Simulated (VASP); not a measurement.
The system is CaHf3O2.

```
Ca Hf O
1.0
     5.60531    0.00000    0.00000
    -2.80265    4.85434    0.00000
     0.00000    0.00000    3.34501
Ca Hf O
1 3 2
Direct
  0.00000 0.00000 0.00000
  0.50000 0.00000 0.50000
  0.50000 0.50000 0.50000
  0.00000 0.50000 0.50000
  0.33333 0.66667 0.00000
  0.66667 0.33333 0.00000
```

The cell was generated, and may not be a known phase.

| Property | Result |
| --- | --- |
| Program | VASP 6.6.1 |
| Task | relaxation of cell and atoms |
| Functional | PBE |
| Potentials or basis | VASP PAW PBE potentials, release 64 (Ca_sv, Hf_pv, O) |
| Cutoff | 600 eV |
| k mesh | 6 × 6 × 6 |
| Occupations | gaussian, width 0.1 eV |
| Spin | no spin polarisation |

At the start: pressure 14.1 GPa; volume 15.17 Å³/atom.

How do energy, volume and symmetry change on relaxing?

Over 10 steps the energy falls by 322.5 meV/atom and the volume is 16.71 Å³/atom (+10.1 %); space group P6/mmm (No. 191, to 0.1 Å) before and after.

The path:
```csv
step,energy change (eV),largest force (eV/Å),pressure (GPa),volume (Å³)
1,0.0000,0.0000,14.15,91.02
2,-1.0112,0.0000,-7.96,109.42
3,-1.0302,0.0000,-5.66,106.66
4,-1.7715,0.0000,-3.80,103.61
5,-1.8974,0.0000,-0.40,100.99
6,-1.9223,0.0000,-2.03,102.04
7,-1.9267,0.0000,-1.72,101.81
8,-1.9268,0.0000,-1.55,101.69
9,-1.9306,0.0000,1.26,99.21
10,-1.9351,0.0000,0.05,100.25
```

Final structure:
```cif
data_structure
_symmetry_space_group_name_H-M 'P 1'
_symmetry_Int_Tables_number 1
_cell_length_a 6.3375
_cell_length_b 6.3375
_cell_length_c 2.8821
_cell_angle_alpha 90.000
_cell_angle_beta 90.000
_cell_angle_gamma 120.000
_cell_volume 100.25
loop_
_atom_site_label
_atom_site_type_symbol
_atom_site_fract_x
_atom_site_fract_y
_atom_site_fract_z
_atom_site_occupancy
Ca1 Ca 0.00000 0.00000 0.00000 1
Hf1 Hf 0.50000 0.00000 0.50000 1
Hf2 Hf 0.50000 0.50000 0.50000 1
Hf3 Hf 0.00000 0.50000 0.50000 1
O1 O 0.33333 0.66667 0.00000 1
O2 O 0.66667 0.33333 0.00000 1
```
